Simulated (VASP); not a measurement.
# Cu (I4/mmm) in VASP: a series of runs

Cu is run at these levels: RPBE; tasks: single point.

All numbers are computed with VASP 6.6.1; they aren't measurements. Logs are shortened: lines on timing, memory, paths and dates and some standing lists are left out, and cuts for length are marked.

## Step 1: The cell of the first run

It takes space group I4/mmm (No. 139, tetragonal). Conventional cell: a = 2.886 Å, b = 2.886 Å, c = 2.752 Å, α = 90.00°, β = 90.00°, γ = 90.00°. Within 3.2 Å of Cu (site symmetry 4/mmm) lie 14 Cu at 2.46 to 2.89 Å.

## Step 2: Single point, RPBE

The input, INCAR:

```
SYSTEM = Cu
  PREC = Accurate
  ENCUT = 600
  EDIFF = 1E-6
  ISMEAR = 1
  SIGMA = 0.2
  LREAL = .FALSE.
  LASPH = .TRUE.
  NELM = 120
  ALGO = Normal
  ISIF = 2
  LWAVE = .FALSE.
  LCHARG = .FALSE.
  GGA = RP
  NBANDS = 12
  GGA_COMPAT = .FALSE.
```

The input, KPOINTS:

```
regular mesh
0
G
  4 4 4
  0 0 0
```

The input, POSCAR:

```
Cu
1.0
   -1.4427900000      1.4427900000      1.3760800000
    1.4427900000     -1.4427900000      1.3760800000
    1.4427900000      1.4427900000     -1.3760800000
Cu
1
Direct
    0.0000000000      0.0000000000      0.0000000000
```

Potentials or basis: VASP PAW PBE potentials, release 64 (Cu).

Launch:

```sh
cat potpaw_PBE.64/Cu/POTCAR > POTCAR
mpirun -np 1 vasp_std > vasp.out
```

OUTCAR:

```text
SYSTEM = Cu
   PREC = Accurate
   ENCUT = 600
   EDIFF = 1E-6
   ISMEAR = 1
   LREAL = .FALSE.
   LASPH = .TRUE.
   NELM = 120
   ISIF = 2
   GGA = RP

 ion  position               nearest neighbor table
   1  0.000  0.000  0.000-

  LATTYP: Found a body centered tetragonal cell.
 ALAT       =     2.8855800000
 C/A-ratio  =     0.9537631949

  Lattice vectors:

 A1 = (  -1.4427900000,   1.4427900000,   1.3760800000)
 A2 = (   1.4427900000,  -1.4427900000,   1.3760800000)
 A3 = (   1.4427900000,   1.4427900000,  -1.3760800000)

Analysis of symmetry for initial positions (statically):
=====================================================================
 Subroutine PRICEL returns:
 Original cell was already a primitive cell.

 Routine SETGRP: Setting up the symmetry group for a
 body centered tetragonal supercell.

 Subroutine GETGRP returns: Found 16 space group operations
 (whereof 16 operations were pure point group operations)
 out of a pool of 16 trial point group operations.

The static configuration has the point symmetry D_4h.

Analysis of symmetry for dynamics (positions and initial velocities):
=====================================================================
 Subroutine PRICEL returns:
 Original cell was already a primitive cell.

 Routine SETGRP: Setting up the symmetry group for a
 body centered tetragonal supercell.

 Subroutine GETGRP returns: Found 16 space group operations
 (whereof 16 operations were pure point group operations)
 out of a pool of 16 trial point group operations.

The dynamic configuration has the point symmetry D_4h.

 Subroutine INISYM returns: Found 16 space group operations
 (whereof 16 operations are pure point group operations),
 and found     1 'primitive' translations

----------------------------------------------------------------------------------------

                                     Primitive cell

  volume of cell :      11.4580

  direct lattice vectors                    reciprocal lattice vectors
    -1.442790000  1.442790000  1.376080000     0.000000000  0.346550780  0.363350968
     1.442790000 -1.442790000  1.376080000     0.346550780  0.000000000  0.363350968
     1.442790000  1.442790000 -1.376080000     0.346550780  0.346550780  0.000000000

  length of vectors
     2.461073370  2.461073370  2.461073370     0.502116888  0.502116888  0.490096813

  position of ions in fractional coordinates (direct lattice)
     0.000000000  0.000000000  0.000000000

  ion indices of the primitive-cell ions
   primitive index   ion index
                 1           1

----------------------------------------------------------------------------------------

 KPOINTS: regular mesh

Automatic generation of k-mesh.
 Grid dimensions read from file:
 generate k-points for:    4    4    4

 Generating k-lattice:

  Cartesian coordinates                     Fractional coordinates (reciprocal lattice)
     0.000000000  0.086637695  0.090837742     0.250000000  0.000000000  0.000000000
     0.086637695  0.000000000  0.090837742     0.000000000  0.250000000  0.000000000
     0.086637695  0.086637695  0.000000000     0.000000000  0.000000000  0.250000000

  Length of vectors
     0.125529222  0.125529222  0.122524203

  Shift w.r.t. Gamma in fractional coordinates (k-lattice)
     0.000000000  0.000000000  0.000000000

 Subroutine IBZKPT returns following result:
 ===========================================

 Found     13 irreducible k-points:

 Following reciprocal coordinates:
            Coordinates               Weight
  0.000000  0.000000  0.000000      1.000000
  0.250000  0.000000  0.000000      8.000000
  0.500000  0.000000  0.000000      4.000000
  0.250000  0.250000  0.000000      8.000000
  0.500000  0.250000  0.000000     16.000000
 -0.250000  0.250000  0.000000      4.000000
  0.500000  0.500000  0.000000      2.000000
  0.250000  0.250000  0.250000      2.000000
 -0.250000  0.250000  0.250000      4.000000
  0.500000  0.500000  0.250000      4.000000
 -0.250000  0.500000  0.250000      8.000000
 -0.250000 -0.250000  0.250000      2.000000
  0.500000  0.500000  0.500000      1.000000
   k-points           NKPTS =     13   k-points in BZ     NKDIM =     13   number of bands    NBANDS=     12
   number of dos      NEDOS =    301   number of ions     NIONS =      1
   total plane-waves  NPLWV =   8000
   dimension x,y,z NGX =    20 NGY =   20 NGZ =   20
   dimension x,y,z NGXF=    40 NGYF=   40 NGZF=   40
   ions per type =               1
   NGX,Y,Z   is equivalent  to a cutoff of  13.51, 13.51, 13.51 a.u.
   NGXF,Y,Z  is equivalent  to a cutoff of  27.02, 27.02, 27.02 a.u.
 SYSTEM =  Cu
   PREC   = accura    normal or accurate (medium, high low for compatibility)
   ISTART =      0    job   : 0-new  1-cont  2-samecut
   ICHARG =      2    charge: 1-file 2-atom 10-const
   ISPIN  =      1    spin polarized calculation?
   LNONCOLLINEAR =      F non collinear calculations
   LSORBIT =      F    spin-orbit coupling
   LASPH  =      T    aspherical Exc in radial PAW
   ENCUT  =  600.0 eV  44.10 Ry    6.64 a.u.   4.92  4.92  4.92*2*pi/ulx,y,z
   NELM   =    120;   NELMIN=  2; NELMDL= -5     # of ELM steps
   EDIFF  = 0.1E-05   stopping-criterion for ELM
   LREAL  =      F    real-space projection
   EDIFFG = 0.1E-04   stopping-criterion for IOM
   NSW    =      0    number of steps for IOM
   IBRION =     -1    ionic relax: 0-MD 1-quasi-New 2-CG
   NFREE  =      0    steps in history (QN), initial steepest desc. (CG)
   ISIF   =      2    stress and relaxation
   ISYM   =      2    0-nonsym 1-usesym 2-fastsym
   POTIM  = 0.5000    time-step for ionic-motion
   TEBEG  =    0.0;   TEEND  =   0.0 temperature during run
   PSTRESS=    0.0 pullay stress
   NELECT =      11.0000    total number of electrons
   NUPDOWN=      -1.0000    fix difference up-down
   EMIN   =  10.00;   EMAX   =-10.00  energy-range for DOS
   EFERMI =   0.00;   METHOD = LEGACY
   ISMEAR =     1;   SIGMA  =   0.20  broadening in eV -4-tet -1-fermi 0-gaus
   EFERMI_NEDOS =   21; number of points for ismear=-14 and -15
   IALGO  =     38    algorithm
   IMIX   =      4    mixing-type and parameters
     AMIX     =   0.40;   BMIX     =  1.00
     AMIX_MAG =   1.60;   BMIX_MAG =  1.00
  volume/ion in A,a.u.               =      11.46        77.32
  Fermi-wavevector in a.u.,A,eV,Ry     =   1.614987  3.051883 35.486493  2.608184
  Thomas-Fermi vector in A             =   2.709807
   LORBIT       =      0    0 simple, 1 ext, 2 COOP (PROOUT), +10 PAW based schemes
   GGA     = RP    functional components
   LHFCALC =     F    Hartree Fock is set to
   AEXX    =    0.0000 exact exchange contribution
   IVDW    =     0    specifies the selected vdW correction
   LEPSILON=     F    determine dielectric tensor
   LRPA    =     F    only Hartree local field effects (RPA)
 non-spin polarized calculation
 Methfessel and Paxton  Order N= 1 SIGMA  =   0.20
  energy-cutoff  :      600.00
  volume of cell :       11.46
 maximum number of plane-waves:       396
   NGX =  9   NGY =  9   NGZ =  9

 number of electron      11.0000000 magnetization

 Free energy of the ion-electron system (eV)
  ---------------------------------------------------
  ext. energy  EPLUGINS =         0.00000000
  ---------------------------------------------------
  free energy    TOTEN  =        -2.98392361 eV

  energy without entropy =       -2.97221818  energy(sigma->0) =       -2.98002180

 E-fermi :   8.2617     XC(G=0): -12.7924

 val. band max:        7.5713217941   @ k =   0.5000   0.0000   0.0000
 cond. band min:       8.2744384084   @ k =   0.5000   0.2500   0.0000
 fundamental gap:      0.7031166143
 Fermi energy:         8.2617134769

 k-point     1 :       0.0000    0.0000    0.0000
  band No.  band energies     occupation
      1      -1.4599      2.00000
      2       4.6301      2.00000
      3       4.8175      2.00000
      4       4.8175      2.00000
      5       5.6759      2.00000
      6       5.8877      2.00000
      7      32.9483      0.00000
      8      32.9483      0.00000
      9      34.1984      0.00000
     10      37.0183      0.00000
     11      37.1345      0.00000
     12      37.1345      0.00000

 k-point     2 :       0.2500    0.0000    0.0000
  band No.  band energies     occupation
      1       0.8530      2.00000
      2       4.3243      2.00000
      3       4.7274      2.00000
      4       5.5651      2.00000
      5       5.6893      2.00000
      6       5.8175      2.00000
      7      22.2493      0.00000
      8      28.3105      0.00000
      9      29.0944      0.00000
     10      30.6603      0.00000
     11      33.2106      0.00000
     12      38.3277      0.00000

 k-point     3 :       0.5000    0.0000    0.0000
  band No.  band energies     occupation
      1       2.8200      2.00000
      2       3.9442      2.00000
      3       5.7691      2.00000
      4       5.9798      2.00000
      5       6.5470      2.00000
      6       7.5713      2.00001
      7      12.7519      0.00000
      8      25.4627      0.00000
      9      25.6519      0.00000
     10      29.4064      0.00000
     11      32.5343      0.00000
     12      42.4058      0.00000

 k-point     4 :       0.2500    0.2500    0.0000
  band No.  band energies     occupation
      1       3.3718      2.00000
      2       4.0982      2.00000
      3       4.5146      2.00000
      4       5.6626      2.00000
      5       6.0957      2.00000
      6       8.4495     -0.03511
      7      17.0743      0.00000
      8      17.5210      0.00000
      9      25.4738      0.00000
     10      33.3158      0.00000
     11      36.0121      0.00000
     12      42.7205      0.00000

 k-point     5 :       0.5000    0.2500    0.0000
  band No.  band energies     occupation
      1       3.3784      2.00000
      2       4.1109      2.00000
      3       4.4738      2.00000
      4       5.6842      2.00000
      5       5.9216      2.00000
      6       8.2744      0.89255
      7      16.8487      0.00000
      8      17.9446      0.00000
      9      26.0625      0.00000
     10      33.7455      0.00000
     11      37.0805      0.00000
     12      43.1545      0.00000

 k-point     6 :      -0.2500    0.2500    0.0000
  band No.  band energies     occupation
      1       0.7479      2.00000
      2       4.4922      2.00000
      3       4.6304      2.00000
      4       5.5012      2.00000
      5       5.6100      2.00000
      6       5.8600      2.00000
      7      21.2735      0.00000
      8      29.3521      0.00000
      9      30.5091      0.00000
     10      31.7010      0.00000
     11      33.9363      0.00000
     12      36.8467      0.00000

 k-point     7 :       0.5000    0.5000    0.0000
  band No.  band energies     occupation
      1       2.7827      2.00000
      2       4.1788      2.00000
      3       5.6087      2.00000
      4       5.8544      2.00000
      5       6.5189      2.00000
      6       7.2049      2.00000
      7      12.2233     -0.00000
      8      26.7077      0.00000
      9      27.0766      0.00000
     10      30.5825      0.00000
     11      33.6247      0.00000
     12      41.1785      0.00000

 k-point     8 :       0.2500    0.2500    0.2500
  band No.  band energies     occupation
      1       4.0489      2.00000
      2       4.0489      2.00000
      3       4.1459      2.00000
      4       5.8864      2.00000
      5       5.9693      2.00000
      6      14.4503      0.00000
      7      14.7832      0.00000
      8      14.7832      0.00000
      9      16.0915      0.00000
     10      46.2202      0.00000
     11      46.3919      0.00000
     12      46.3929      0.00000

 k-point     9 :      -0.2500    0.2500    0.2500
  band No.  band energies     occupation
      1       2.4791      2.00000
      2       4.4875      2.00000
      3       5.0242      2.00000
      4       5.1709      2.00000
      5       5.5796      2.00000
      6       6.5288      2.00000
      7      22.2553      0.00000
      8      23.9782      0.00000
      9      24.2412      0.00000
     10      26.5465      0.00000
     11      40.8638      0.00000
     12      41.0216      0.00000

 k-point    10 :       0.5000    0.5000    0.2500
  band No.  band energies     occupation
      1       3.5206      2.00000
      2       3.9146      2.00000
      3       5.1324      2.00000
      4       5.4354      2.00000
      5       6.4340      2.00000
      6      11.1170     -0.00000
      7      13.0585      0.00000
      8      21.0119      0.00000
      9      24.5633      0.00000
     10      29.1203      0.00000
     11      31.6922      0.00000
     12      39.3799      0.00000

 k-point    11 :      -0.2500    0.5000    0.2500
  band No.  band energies     occupation
      1       3.5635      2.00000
      2       3.9712      2.00000
      3       4.9748      2.00000
      4       5.4806      2.00000
      5       6.4623      2.00000
      6      11.5531     -0.00000
      7      13.7889      0.00000
      8      19.4100      0.00000
      9      23.0302      0.00000
     10      29.8613      0.00000
     11      33.4317      0.00000
     12      38.5075      0.00000

 k-point    12 :      -0.2500   -0.2500    0.2500
  band No.  band energies     occupation
      1       2.7560      2.00000
      2       4.5941      2.00000
      3       4.9872      2.00000
      4       4.9872      2.00000
      5       5.5224      2.00000
      6       6.9063      2.00000
      7      22.7772      0.00000
      8      22.7772      0.00000
      9      24.1694      0.00000
     10      25.5669      0.00000
     11      40.0284      0.00000
     12      40.0285      0.00000

 k-point    13 :       0.5000    0.5000    0.5000
  band No.  band energies     occupation
      1       3.1601      2.00000
      2       3.1971      2.00000
      3       6.3500      2.00000
      4       6.3500      2.00000
      5       6.4049      2.00000
      6      15.8724      0.00000
      7      15.8724      0.00000
      8      17.7195      0.00000
      9      21.3578      0.00000
     10      22.0121      0.00000
     11      24.9611      0.00000
     12      47.5980      0.00000

------------------------ aborting loop because EDIFF is reached ----------------------------------------

  FORCE on cell =-STRESS in cart. coord.  units (eV):
  Direction    XX          YY          ZZ          XY          YZ          ZX
  --------------------------------------------------------------------------------------
  -------------------------------------------------------------------------------------
  Total        0.9524190      0.9524190      0.7974639      0.0000000      0.0000000     -0.0000000
  in kB      133.1768412    133.1768412    111.5094567      0.0000000      0.0000000     -0.0000000
  external PRESSURE =     125.9543797 kB  Pullay stress =       0.0000000 kB

 VOLUME and BASIS-vectors are now :
 -----------------------------------------------------------------------------
  energy-cutoff  :      600.00
  volume of cell :       11.46
      direct lattice vectors                 reciprocal lattice vectors
    -1.442790000  1.442790000  1.376080000     0.000000000  0.346550780  0.363350968
     1.442790000 -1.442790000  1.376080000     0.346550780  0.000000000  0.363350968
     1.442790000  1.442790000 -1.376080000     0.346550780  0.346550780  0.000000000

 POSITION                                       TOTAL-FORCE (eV/Angst)
 -----------------------------------------------------------------------------------
      0.00000      0.00000      0.00000         0.000000      0.000000      0.000000
 -----------------------------------------------------------------------------------
    total drift:                                0.000000      0.000000      0.000000

  FREE ENERGIE OF THE ION-ELECTRON SYSTEM (eV)
  ---------------------------------------------------
  free  energy   TOTEN  =        -2.9839236060 eV

  energy  without entropy=       -2.9722181812  energy(sigma->0) =       -2.98002180
```

Run time: 5.1 s. Hardware: 1 thread of Intel Xeon 8259CL, shared host; peak memory 0.12 GiB.

Results:

| Property | Result |
| --- | --- |
| Free energy | -2.9839 eV |
| Pressure | 12.6 GPa |

Caveat: the k points lie up to 0.79 Å⁻¹ apart; the PAW data sets were made with another functional, which shifts forces and pressure a little.

## Step 3: Single point, RPBE

The input, INCAR:

```
PREC = Accurate ; ENCUT = 600
EDIFF = 1E-6 ; ISMEAR = 1
SIGMA = 0.2 ; LREAL = F
LASPH = T ; NELM = 120
ALGO = Normal ; ISIF = 2
LWAVE = F ; LCHARG = F
GGA = RP ; NBANDS = 12
GGA_COMPAT = F
```

The input, KPOINTS:

```
regular mesh
0
Gamma
  5 5 5
```

POSCAR is that of step 2.

Potentials or basis: VASP PAW PBE potentials, release 64 (Cu).

Launch:

```sh
cat potpaw_PBE.64/Cu/POTCAR > POTCAR
mpirun -np 1 vasp_std > vasp.out
```

Wall time 4.6 s (1 thread of Intel Xeon 8259CL, shared host); peak memory 0.12 GiB.

The run converged. Its results:

* Free energy: -3.2182 eV
* Pressure: 13.0 GPa

Stress tensor (GPa, compression positive):
```
15.62  0.00  0.00
 0.00 15.62  0.00
 0.00  0.00  7.68
```

Levels at points of the mesh, in eV from the Fermi level:
```csv
k point,band 3,band 4,band 5,band 6,band 7,band 8,band 9,band 10
"(0.00, 0.00, 0.00)",-3.27,-3.27,-2.42,-2.18,24.66,24.66,25.91,28.75
```

Caveat: the k points lie up to 0.63 Å⁻¹ apart; the PAW data sets were made with another functional, which shifts forces and pressure a little.
